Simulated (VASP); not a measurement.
# Sn (Fd-3m) in VASP: further runs

Aim: see how the results for Sn move with the level of theory and the settings. Levels: PBE, PBEsol, PBE+D3(BJ), HSE06, PBE0. Tasks: relaxation of cell and atoms, single point.

Program: VASP 6.6.1. These are calculated values, not measurements. Logs are shortened: lines on timing, memory, paths and dates and some standing lists are left out, and cuts for length are marked.

### 1 The cell of the first run

Symmetry: Fd-3m, No. 227, cubic system. Conventional cell: a = 6.467 Å, b = 6.467 Å, c = 6.467 Å, α = 90.00°, β = 90.00°, γ = 90.00°. Within 3.7 Å of Sn (site symmetry -43m) lie 4 Sn at 2.80 Å.

This isn't the form of Sn at room conditions, which is tetragonal (white tin).

### 2 Relaxation of cell and atoms, PBE

File INCAR:

```
SYSTEM = Sn
PREC     = Accurate       ! precision mode
ENCUT    = 600            ! plane-wave cutoff, eV
EDIFF    = 1E-6           ! SCF threshold, eV
ISMEAR   = -1             ! smearing method
SIGMA    = 0.05           ! smearing width, eV
LREAL    = .False.        ! projectors in reciprocal space
LASPH    = .True.         ! aspherical terms in the spheres
NELM     = 100            ! most SCF steps
ALGO     = Normal         ! electronic algorithm
ISIF     = 3              ! what is computed and relaxed
LWAVE    = .False.        ! write WAVECAR
LCHARG   = .False.        ! write CHGCAR
GGA      = PE             ! functional
IBRION   = 2              ! ionic algorithm
NSW      = 80             ! ionic steps
EDIFFG   = -0.01          ! ionic threshold
```

File KPOINTS:

```
Automatic mesh
0
Gamma
  7 7 7
  0 0 0
```

File POSCAR:

```
Sn
1.0
    0.0000000000      3.2333428000      3.2333428000
    3.2333428000      0.0000000000      3.2333428000
    3.2333428000      3.2333428000      0.0000000000
Sn
2
Direct
    0.7500000000      0.7500000000      0.7500000000
    0.5000000000      0.5000000000      0.5000000000
```

Potentials or basis: VASP PAW PBE potentials, release 64 (Sn_d).

Launch:

```
$ cat potpaw_PBE.64/Sn_d/POTCAR > POTCAR
$ mpirun -np 1 vasp_std > vasp.out
```

OUTCAR:

```text
SYSTEM = Sn
   PREC = Accurate
   ENCUT = 600
   EDIFF = 1E-6
   ISMEAR = -1
   LREAL = .False.
   LASPH = .True.
   NELM = 100
   ISIF = 3
   GGA = PE
   IBRION = 2
   NSW = 80
   EDIFFG = -0.01

 ion  position               nearest neighbor table
   1  0.750  0.750  0.750-   2 2.80   2 2.80   2 2.80   2 2.80
   2  0.500  0.500  0.500-   1 2.80   1 2.80   1 2.80   1 2.80

  LATTYP: Found a face centered cubic cell.
 ALAT       =     6.4666856000

  Lattice vectors:

 A1 = (   0.0000000000,   3.2333428000,   3.2333428000)
 A2 = (   3.2333428000,   0.0000000000,   3.2333428000)
 A3 = (   3.2333428000,   3.2333428000,   0.0000000000)

Analysis of symmetry for initial positions (statically):
=====================================================================
 Subroutine PRICEL returns:
 Original cell was already a primitive cell.

 Routine SETGRP: Setting up the symmetry group for a
 face centered cubic supercell.

 Subroutine GETGRP returns: Found 48 space group operations
 (whereof 24 operations were pure point group operations)
 out of a pool of 48 trial point group operations.

The static configuration has the point symmetry T_d .
 The point group associated with its full space group is O_h .

Analysis of symmetry for dynamics (positions and initial velocities):
=====================================================================
 Subroutine PRICEL returns:
 Original cell was already a primitive cell.

 Routine SETGRP: Setting up the symmetry group for a
 face centered cubic supercell.

 Subroutine GETGRP returns: Found 48 space group operations
 (whereof 24 operations were pure point group operations)
 out of a pool of 48 trial point group operations.

The dynamic configuration has the point symmetry T_d .
 The point group associated with its full space group is O_h .

 Subroutine INISYM returns: Found 48 space group operations
 (whereof 24 operations are pure point group operations),
 and found     1 'primitive' translations

----------------------------------------------------------------------------------------

                                     Primitive cell

  volume of cell :      67.6060

  direct lattice vectors                    reciprocal lattice vectors
     0.000000000  3.233342800  3.233342800    -0.154638723  0.154638723  0.154638723
     3.233342800  0.000000000  3.233342800     0.154638723 -0.154638723  0.154638723
     3.233342800  3.233342800  0.000000000     0.154638723  0.154638723 -0.154638723

  length of vectors
     4.572637240  4.572637240  4.572637240     0.267842124  0.267842124  0.267842124

  position of ions in fractional coordinates (direct lattice)
     0.750000000  0.750000000  0.750000000
     0.500000000  0.500000000  0.500000000

  ion indices of the primitive-cell ions
   primitive index   ion index
                 1           1
                 2           2

----------------------------------------------------------------------------------------

 KPOINTS: Automatic mesh

Automatic generation of k-mesh.
 Grid dimensions read from file:
 generate k-points for:    7    7    7

 Generating k-lattice:

  Cartesian coordinates                     Fractional coordinates (reciprocal lattice)
    -0.022091246  0.022091246  0.022091246     0.142857143  0.000000000  0.000000000
     0.022091246 -0.022091246  0.022091246     0.000000000  0.142857143  0.000000000
     0.022091246  0.022091246 -0.022091246     0.000000000  0.000000000  0.142857143

  Length of vectors
     0.038263161  0.038263161  0.038263161

  Shift w.r.t. Gamma in fractional coordinates (k-lattice)
     0.000000000  0.000000000  0.000000000

 Subroutine IBZKPT returns following result:
 ===========================================

 Found     20 irreducible k-points:

 Following reciprocal coordinates:
            Coordinates               Weight
  0.000000  0.000000  0.000000      1.000000
  0.142857  0.000000  0.000000      8.000000
  0.285714  0.000000  0.000000      8.000000
  0.428571  0.000000  0.000000      8.000000
  0.142857  0.142857  0.000000      6.000000
  0.285714  0.142857  0.000000     24.000000
[... 12 lines left out ...]
 -0.428571  0.428571  0.142857     24.000000
 -0.285714  0.428571  0.142857     24.000000
   k-points           NKPTS =     20   k-points in BZ     NKDIM =     20   number of bands    NBANDS=     18
   number of dos      NEDOS =    301   number of ions     NIONS =      2
   total plane-waves  NPLWV =  64000
   dimension x,y,z NGX =    40 NGY =   40 NGZ =   40
   dimension x,y,z NGXF=    80 NGYF=   80 NGZF=   80
   ions per type =               2
   NGX,Y,Z   is equivalent  to a cutoff of  14.54, 14.54, 14.54 a.u.
   NGXF,Y,Z  is equivalent  to a cutoff of  29.09, 29.09, 29.09 a.u.
 SYSTEM =  Sn
   PREC   = accura    normal or accurate (medium, high low for compatibility)
   ISTART =      0    job   : 0-new  1-cont  2-samecut
   ICHARG =      2    charge: 1-file 2-atom 10-const
   ISPIN  =      1    spin polarized calculation?
   LNONCOLLINEAR =      F non collinear calculations
   LSORBIT =      F    spin-orbit coupling
   LASPH  =      T    aspherical Exc in radial PAW
   ENCUT  =  600.0 eV  44.10 Ry    6.64 a.u.   9.13  9.13  9.13*2*pi/ulx,y,z
   NELM   =    100;   NELMIN=  2; NELMDL= -5     # of ELM steps
   EDIFF  = 0.1E-05   stopping-criterion for ELM
   LREAL  =      F    real-space projection
   EDIFFG = -.1E-01   stopping-criterion for IOM
   NSW    =     80    number of steps for IOM
   IBRION =      2    ionic relax: 0-MD 1-quasi-New 2-CG
   NFREE  =      1    steps in history (QN), initial steepest desc. (CG)
   ISIF   =      3    stress and relaxation
   ISYM   =      2    0-nonsym 1-usesym 2-fastsym
   POTIM  = 0.5000    time-step for ionic-motion
   TEBEG  =    0.0;   TEEND  =   0.0 temperature during run
   PSTRESS=    0.0 pullay stress
   NELECT =      28.0000    total number of electrons
   NUPDOWN=      -1.0000    fix difference up-down
   EMIN   =  10.00;   EMAX   =-10.00  energy-range for DOS
   EFERMI =   0.00;   METHOD = LEGACY
   ISMEAR =    -1;   SIGMA  =   0.05  broadening in eV -4-tet -1-fermi 0-gaus
   EFERMI_NEDOS =   21; number of points for ismear=-14 and -15
   IALGO  =     38    algorithm
   IMIX   =      4    mixing-type and parameters
     AMIX     =   0.40;   BMIX     =  1.00
     AMIX_MAG =   1.60;   BMIX_MAG =  1.00
  volume/ion in A,a.u.               =      33.80       228.11
  Fermi-wavevector in a.u.,A,eV,Ry     =   1.220298  2.306028 20.260793  1.489126
  Thomas-Fermi vector in A             =   2.355520
   LORBIT       =      0    0 simple, 1 ext, 2 COOP (PROOUT), +10 PAW based schemes
   GGA     = PE    functional components
   LHFCALC =     F    Hartree Fock is set to
   AEXX    =    0.0000 exact exchange contribution
   IVDW    =     0    specifies the selected vdW correction
   LEPSILON=     F    determine dielectric tensor
   LRPA    =     F    only Hartree local field effects (RPA)
 conjugate gradient relaxation of ions
 non-spin polarized calculation
  energy-cutoff  :      600.00
  volume of cell :       67.61
 maximum number of plane-waves:      2281
 NGX is ok and might be reduce to    40
   NGX = 19   NGY = 19   NGZ = 19

--------------------------------------- Ionic step        1  -------------------------------------------

 number of electron      28.0000005 magnetization

 Free energy of the ion-electron system (eV)
  ---------------------------------------------------
  ext. energy  EPLUGINS =         0.00000000
  ---------------------------------------------------
  free energy    TOTEN  =        -7.61112533 eV

  energy without entropy =       -7.60935383  energy(sigma->0) =       -7.61023958

 E-fermi :   5.7409     XC(G=0):  -8.9193

 val. band max:        5.4867645366   @ k =   0.1429   0.0000   0.0000
 cond. band min:       5.8043663563   @ k =   0.4286   0.0000   0.0000
 fundamental gap:      0.3176018197
 Fermi energy:         5.7409278422

 k-point     1 :       0.0000    0.0000    0.0000
  band No.  band energies     occupation
      1     -15.9465      2.00000
      2     -15.9465      2.00000
      3     -15.9465      2.00000
      4     -15.8855      2.00000
      5     -15.8855      2.00000
      6     -15.5677      2.00000
[... 10 lines left out ...]
     17       7.9185      0.00000
     18       7.9185      0.00000

 k-point     2 :       0.1429    0.0000    0.0000
  band No.  band energies     occupation
      1     -15.9601      2.00000
      2     -15.9601      2.00000
      3     -15.9416      2.00000
      4     -15.8661      2.00000
      5     -15.8661      2.00000
      6     -15.5935      2.00000
[... 10 lines left out ...]
     17       8.3755      0.00000
     18       8.8419      0.00000
[... 425 lines left out ...]
 VOLUME and BASIS-vectors are now :
 -----------------------------------------------------------------------------
  energy-cutoff  :      600.00
  volume of cell :       75.76
      direct lattice vectors                 reciprocal lattice vectors
     0.000000000  3.358462308  3.358462308    -0.148877657  0.148877657  0.148877657
     3.358462308 -0.000000000  3.358462308     0.148877657 -0.148877657  0.148877657
     3.358462308  3.358462308  0.000000000     0.148877657  0.148877657 -0.148877657

 POSITION                                       TOTAL-FORCE (eV/Angst)
 -----------------------------------------------------------------------------------
      5.03769      5.03769      5.03769         0.000000      0.000000     -0.000000
      3.35846      3.35846      3.35846        -0.000000     -0.000000      0.000000
 -----------------------------------------------------------------------------------
    total drift:                               -0.000000     -0.000000      0.000000

  FREE ENERGIE OF THE ION-ELECTRON SYSTEM (eV)
  ---------------------------------------------------
  free  energy   TOTEN  =        -7.6710779671 eV

  energy  without entropy=       -7.6666422553  energy(sigma->0) =       -7.66886011

--------------------------------------- Ionic step        3  -------------------------------------------

 number of electron      27.9999997 magnetization

 Free energy of the ion-electron system (eV)
  ---------------------------------------------------
  ext. energy  EPLUGINS =         0.00000000
  ---------------------------------------------------
  free energy    TOTEN  =        -7.67714727 eV

  energy without entropy =       -7.67348288  energy(sigma->0) =       -7.67531507

 E-fermi :   4.7612     XC(G=0):  -8.5485

 val. band max:        4.6531243429   @ k =   0.1429   0.0000   0.0000
 cond. band min:       4.7672443966   @ k =   0.4286   0.0000   0.0000
 fundamental gap:      0.1141200538
 Fermi energy:         4.7611926123

 k-point     1 :       0.0000    0.0000    0.0000
  band No.  band energies     occupation
      1     -16.6714      2.00000
      2     -16.6714      2.00000
      3     -16.6714      2.00000
      4     -16.6217      2.00000
      5     -16.6217      2.00000
      6     -16.3690      2.00000
[... 10 lines left out ...]
     17       7.0262      0.00000
     18       7.0262      0.00000

 k-point     2 :       0.1429    0.0000    0.0000
  band No.  band energies     occupation
      1     -16.6819      2.00000
      2     -16.6819      2.00000
      3     -16.6673      2.00000
      4     -16.6067      2.00000
      5     -16.6067      2.00000
      6     -16.3927      2.00000
[... 10 lines left out ...]
     17       7.4368      0.00000
     18       7.7737      0.00000
[... 389 lines left out ...]
 VOLUME and BASIS-vectors are now :
 -----------------------------------------------------------------------------
  energy-cutoff  :      600.00
  volume of cell :       73.66
      direct lattice vectors                 reciprocal lattice vectors
     0.000000000  3.327114994  3.327114994    -0.150280348  0.150280348  0.150280348
     3.327114994 -0.000000000  3.327114994     0.150280348 -0.150280348  0.150280348
     3.327114994  3.327114994  0.000000000     0.150280348  0.150280348 -0.150280348

 POSITION                                       TOTAL-FORCE (eV/Angst)
 -----------------------------------------------------------------------------------
      4.99067      4.99067      4.99067         0.000000     -0.000000     -0.000000
      3.32711      3.32711      3.32711        -0.000000      0.000000      0.000000
 -----------------------------------------------------------------------------------
    total drift:                               -0.000000     -0.000000      0.000000

  FREE ENERGIE OF THE ION-ELECTRON SYSTEM (eV)
  ---------------------------------------------------
  free  energy   TOTEN  =        -7.6771472669 eV

  energy  without entropy=       -7.6734828761  energy(sigma->0) =       -7.67531507

 reached required accuracy - stopping structural energy minimisation
```

Run time: 2.3 min. Hardware: 1 thread of Intel Xeon 8259CL, shared host; peak memory 0.25 GiB.

What came out:

```yaml
Free_energy: -7.6771 eV
Relaxed_volume: 36.83 Å³/atom
Relaxed_cell: a = 4.705 Å, b = 4.705 Å, c = 4.705 Å, α = 60.00°, β = 60.00°, γ = 60.00°
Space_group_after_relaxing_to_0.1_Å: Fd-3m (No. 227)
Energy_gained_by_relaxing: 33.0 meV/atom
Ionic_steps: 3
Pressure_after_relaxing: 0.0 GPa
Band_gap_on_the_k_mesh: zero (bands 14 and 15 overlap by 0.20 eV)
```

The path:
| step | energy change (eV) | largest force (eV/Å) | pressure (GPa) | volume (Å³) |
| --- | --- | --- | --- | --- |
| 1 | 0.0000 | 0.0000 | 3.80 | 67.61 |
| 2 | -0.0600 | 0.0000 | -0.91 | 75.76 |
| 3 | -0.0660 | 0.0000 | -0.01 | 73.66 |

Final structure:
```xyz
2
Lattice="0.0000 3.3271 3.3271 3.3271 0.0000 3.3271 3.3271 3.3271 0.0000" Properties=species:S:1:pos:R:3 pbc="T T T"
Sn    4.9907    4.9907    4.9907
Sn    3.3271    3.3271    3.3271
```

Caveat: spin-orbit coupling is left out, which moves the levels of the heavy elements. Zero-point motion and thermal expansion aren't in these numbers.

### 3 Relaxation of cell and atoms, PBEsol

File INCAR:

```
SYSTEM = Sn
ALGO = Normal
EDIFF = 1E-7
EDIFFG = -0.02
ENCUT = 600
GGA = PS
IBRION = 2
ISIF = 3
ISMEAR = -1
LASPH = .True.
LCHARG = .False.
LREAL = .False.
LWAVE = .False.
NELM = 60
NSW = 80
PREC = Accurate
SIGMA = 0.05
```

File KPOINTS:

```
k-points
0
Gamma
  7 7 7
  0 0 0
```

POSCAR is that of step 2.

Potentials or basis: VASP PAW PBE potentials, release 64 (Sn_d).

Launch:

```
$ cat potpaw_PBE.64/Sn_d/POTCAR > POTCAR
$ mpirun -np 1 vasp_std > vasp.out
```

Wall time 2.5 min (1 thread of Intel Xeon 8259CL, shared host); peak memory 0.25 GiB.

Results (log left out):

```yaml
Free_energy: -8.4495 eV
Relaxed_volume: 34.96 Å³/atom
Relaxed_cell: a = 4.624 Å, b = 4.624 Å, c = 4.624 Å, α = 60.00°, β = 60.00°, γ = 60.00°
Space_group_after_relaxing_to_0.1_Å: Fd-3m (No. 227)
Energy_gained_by_relaxing: 5.3 meV/atom
Ionic_steps: 3
Pressure_after_relaxing: 0.0 GPa
Band_gap_on_the_k_mesh: zero (bands 14 and 15 overlap by 0.16 eV)
```

Step by step:
| step | energy change (eV) | largest force (eV/Å) | pressure (GPa) | volume (Å³) |
| --- | --- | --- | --- | --- |
| 1 | 0.0000 | 0.0000 | 1.52 | 67.61 |
| 2 | -0.0092 | 0.0000 | -0.49 | 70.78 |
| 3 | -0.0105 | 0.0000 | -0.01 | 69.91 |

Final structure:
```
Sn
1.0
     0.00000    3.26968    3.26968
     3.26968    0.00000    3.26968
     3.26968    3.26968    0.00000
Sn
2
Direct
  0.75000 0.75000 0.75000
  0.50000 0.50000 0.50000
```

Levels at points of the mesh, in eV from the Fermi level:
```csv
k point,band 12,band 13,band 14,band 15,band 16,band 17
"(0.00, 0.00, 0.00)",-0.75,0.19,0.19,0.19,2.25,2.25
```

Caveat: the PAW data sets were made with another functional, which shifts forces and pressure a little; spin-orbit coupling is left out, which moves the levels of the heavy elements.

### 4 Relaxation of cell and atoms, PBE+D3(BJ)

File INCAR:

```
ALGO = Normal
EDIFF = 1E-6
EDIFFG = -0.005
ENCUT = 600
GGA = PE
IBRION = 2
ISIF = 3
ISMEAR = -1
IVDW = 12
LASPH = True
LCHARG = False
LREAL = False
LWAVE = False
NELM = 60
NSW = 80
PREC = Accurate
SIGMA = 0.05
```

File KPOINTS:

```
k-points
0
Gamma
  7 7 7
```

POSCAR is that of step 3.

Launch:

```
$ cat potpaw_PBE.64/Sn_d/POTCAR > POTCAR
$ mpirun -np 1 vasp_std > vasp.out
```

Wall time 2.4 min (1 thread of Intel Xeon 8259CL, shared host); peak memory 0.26 GiB.

Results (log left out):

```yaml
Free_energy: -8.2547 eV
Relaxed_volume: 35.49 Å³/atom
Relaxed_cell: a = 4.647 Å, b = 4.647 Å, c = 4.647 Å, α = 60.00°, β = 60.00°, γ = 60.00°
Space_group_after_relaxing_to_0.1_Å: Fd-3m (No. 227)
Energy_gained_by_relaxing: 10.9 meV/atom
Ionic_steps: 3
Pressure_after_relaxing: 0.0 GPa
Band_gap_on_the_k_mesh: zero (bands 14 and 15 overlap by 0.13 eV)
Dispersion_energy_per_atom: -0.295 eV
```

Step by step:
| step | energy change (eV) | largest force (eV/Å) | pressure (GPa) | volume (Å³) |
| --- | --- | --- | --- | --- |
| 1 | 0.0000 | 0.0000 | 2.18 | 67.61 |
| 2 | -0.0193 | 0.0000 | -0.63 | 72.21 |
| 3 | -0.0218 | 0.0000 | 0.00 | 70.98 |

Final structure:
```cif
data_structure
_symmetry_space_group_name_H-M 'P 1'
_symmetry_Int_Tables_number 1
_cell_length_a 4.6474
_cell_length_b 4.6474
_cell_length_c 4.6474
_cell_angle_alpha 60.000
_cell_angle_beta 60.000
_cell_angle_gamma 60.000
_cell_volume 70.98
loop_
_atom_site_label
_atom_site_type_symbol
_atom_site_fract_x
_atom_site_fract_y
_atom_site_fract_z
_atom_site_occupancy
Sn1 Sn 0.75000 0.75000 0.75000 1
Sn2 Sn 0.50000 0.50000 0.50000 1
```

Levels at points of the mesh, in eV from the Fermi level:
```tsv
k point	band 10	band 11	band 12	band 13	band 14	band 15	band 16	band 17	band 18
(0.00, 0.00, 0.00)	-21.19	-10.27	-0.81	0.17	0.17	0.17	2.24	2.24	2.24
```

Caveat: spin-orbit coupling is left out, which moves the levels of the heavy elements. Zero-point motion and thermal expansion aren't in these numbers.

### 5 Single point, HSE06

POSCAR is that of step 4.

File INCAR.step1:

```
  PREC = Accurate
  ENCUT = 520
  EDIFF = 1E-5
  ISMEAR = -1
  SIGMA = 0.05
  LREAL = False
  LASPH = True
  NELM = 60
  ALGO = Normal
  ISIF = 2
  LWAVE = True
  LCHARG = False
  NBANDS = 21
  GGA = PE
```

File INCAR.step2:

```
  PREC = Accurate
  ENCUT = 520
  EDIFF = 1E-6
  ISMEAR = -1
  SIGMA = 0.05
  LREAL = False
  LASPH = True
  NELM = 60
  ALGO = Normal
  ISIF = 2
  LWAVE = False
  LCHARG = False
  GGA = PE
  LHFCALC = True
  HFSCREEN = 0.2079
  PRECFOCK = Normal
  NBANDS = 21
  ISTART = 1
```

File KPOINTS:

```
regular mesh
0
Gamma
  4 4 4
```

Launch:

```
$ cat potpaw_PBE.64/Sn_d/POTCAR > POTCAR
$ cp INCAR.step1 INCAR
$ mpirun -np 1 vasp_std > vasp.out
$ cp INCAR.step2 INCAR
$ mpirun -np 1 vasp_std > vasp.out
```

Run time: 27 min. Hardware: 1 thread of AMD EPYC 7R43 (Zen 3), shared host; peak memory 0.28 GiB.

Results (log left out):

* Free energy: -8.8456 eV
* Pressure: 2.4 GPa
* Band gap on the k mesh: zero (filled and empty bands touch)

Levels at points of the mesh, in eV from the Fermi level:
```csv
k point,band 10,band 11,band 12,band 13,band 14,band 15,band 16,band 17,band 18,band 19
"(0.00, 0.00, 0.00)",-23.52,-11.90,-0.06,-0.05,-0.05,-0.05,2.56,2.56,2.56,5.58
"(0.50, 0.00, 0.00)",-23.47,-10.05,-7.04,-1.38,-1.38,0.40,3.69,3.69,6.17,9.28
"(0.50, 0.50, 0.00)",-23.45,-8.38,-8.38,-2.87,-2.87,1.12,1.12,8.70,8.70,10.27
```

Caveat: the k points lie up to 0.42 Å⁻¹ apart; the PAW data sets were made with another functional, which shifts forces and pressure a little; spin-orbit coupling is left out, which moves the levels of the heavy elements.

(Continued in part 2 of 2.)
